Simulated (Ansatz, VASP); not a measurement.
WC in VASP and in Ansatz

The input POSCAR:

```
WC
1.0
    0.0000000000      2.3492623202      2.3492623202
    2.3492623202      0.0000000000      2.3492623202
    2.3492623202      2.3492623202      0.0000000000
W C
1 1
Direct
    0.0000000000      0.0000000000      0.0000000000
    0.2500000000      0.2500000000      0.2500000000
```

The input INCAR.step1:

```
SYSTEM = WC
PREC = Accurate ; ENCUT = 520
ISMEAR = 0 ; SIGMA = 0.1
LREAL = .FALSE. ; LASPH = .TRUE.
NELM = 150 ; ISPIN = 2
MAGMOM = 2.5 0 ; LMAXMIX = 4
NBANDS = 20 ; GGA = PE
ALGO = Normal ; EDIFF = 1E-4
LWAVE = .TRUE. ; LCHARG = .FALSE.
```

File INCAR.step2:

```
SYSTEM = WC
PREC = Accurate ; ENCUT = 520
EDIFF = 1E-6 ; ISMEAR = 0
SIGMA = 0.1 ; LREAL = .FALSE.
LASPH = .TRUE. ; NELM = 150
ALGO = Normal ; ISIF = 2
LWAVE = .FALSE. ; LCHARG = .FALSE.
ISPIN = 2 ; MAGMOM = 2.5 0
LORBIT = 11 ; LMAXMIX = 4
METAGGA = R2SCAN ; LMIXTAU = .TRUE.
NBANDS = 20 ; ISTART = 1
```

Contents of KPOINTS:

```
regular mesh
0
G
  16 16 16
  0 0 0
```

Input for Ansatz:

```yaml
crystal:
  lattice:
    - [0.0, 2.3492623202, 2.3492623202]
    - [2.3492623202, 0.0, 2.3492623202]
    - [2.3492623202, 2.3492623202, 0.0]
  atoms:
    - { symbol: W, position: [0.0, 0.0, 0.0], spin: 2.5 }
    - { symbol: C, position: [0.25, 0.25, 0.25] }
basis:
  ecutwfc: 500
kpoints:
  mp_grid: { grid: [16, 16, 16] }
hamiltonian:
  xc: r2scan
scf:
  occupations: { method: gaussian, width: 0.1 }
  lower_state_search: "off"
output:
  forces: true
  stress: true
  eigenvalues: true
  populations: true
magnetization:
  spin_polarized: true
```

Alike in both runs: task single point; functional r2SCAN; k mesh 16 × 16 × 16; occupations gaussian, width 0.1 eV; collinear spin.

|  | VASP | Ansatz |
| --- | --- | --- |
| version | VASP 6.6.1 | Ansatz 0.2.0 |
| potentials or method | VASP PAW PBE potentials, release 64 (W_sv, C), cutoff 520 eV | scalar-relativistic, plane waves, PAW |
| valence electrons in the cell | 18 | 18 |

|  | VASP | Ansatz | Ansatz less VASP |
| --- | --- | --- | --- |
| gap on the k mesh at the Fermi level (eV) | none | none | - |
| pressure (GPa) | -2.3 | -3.5 | -1.15 |
| net moment per atom (μB) | 0.00 | 0.00 | 0.000 |

VASP's potentials were made for PBE, not for r2SCAN. A gap of «none» marks a metal or a gap that the smearing closes. With one functional, cell and mesh, what is left measures potentials, basis and numerics. Ansatz's warnings: seeded moment not kept, stability check not made.

Spin-orbit coupling is off throughout.
